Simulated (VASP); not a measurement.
Wanted: the native input for a VASP 6.6.1 run.

* Task: single point
* Functional: LDA
* Potentials or basis: VASP PAW LDA potentials, release 64 (Ag, Rh_pv)
* Cutoff: 520 eV
* k mesh: 9 × 9 × 5
* Occupations: methfessel-paxton, width 0.025 eV
* Spin: no spin polarisation
* Dipole correction: no
* Further INCAR settings: ALGO = Fast; EDIFF = 1e-06; NBANDS = 20

The structure of AgRh lies in POSCAR:

```
AgRh
1.0
    2.7775881998      0.0000000000      0.0000000000
   -1.3887940999      2.4054619423      0.0000000000
    0.0000000000      0.0000000000      4.8086020000
Ag Rh
1 1
Direct
    0.0000000000      0.0000000000      0.5000000000
    0.6666666667      0.3333333333      0.0000000000
```

One way to write it, as run:

INCAR

```
SYSTEM = AgRh
ALGO = Fast
EDIFF = 1E-6
ENCUT = 520
GGA = CA
ISIF = 2
ISMEAR = 1
LASPH = .TRUE.
LCHARG = .FALSE.
LREAL = .FALSE.
LWAVE = .FALSE.
NBANDS = 20
NELM = 100
PREC = Accurate
SIGMA = 0.025
```

KPOINTS

```
k-points
0
G
  9 9 5
  0 0 0
```

Potentials or basis: VASP PAW LDA potentials, release 64 (Ag, Rh_pv).

Launch:

```bash
$ cat potpaw_LDA.64/Ag/POTCAR potpaw_LDA.64/Rh_pv/POTCAR > POTCAR
$ mpirun -np 1 vasp_std > vasp.out
```

Results of the run:

```
Pressure               : -15.2 GPa
Band gap on the k mesh : zero (band 13 reaches 9.46 eV, above the bottom of band 14 at 8.45 eV)
```

It took 7.7 s on 1 thread of Intel(R) Xeon(R) 6975P-C (Granite Rapids), on a shared host, peak memory 0.15 GiB.
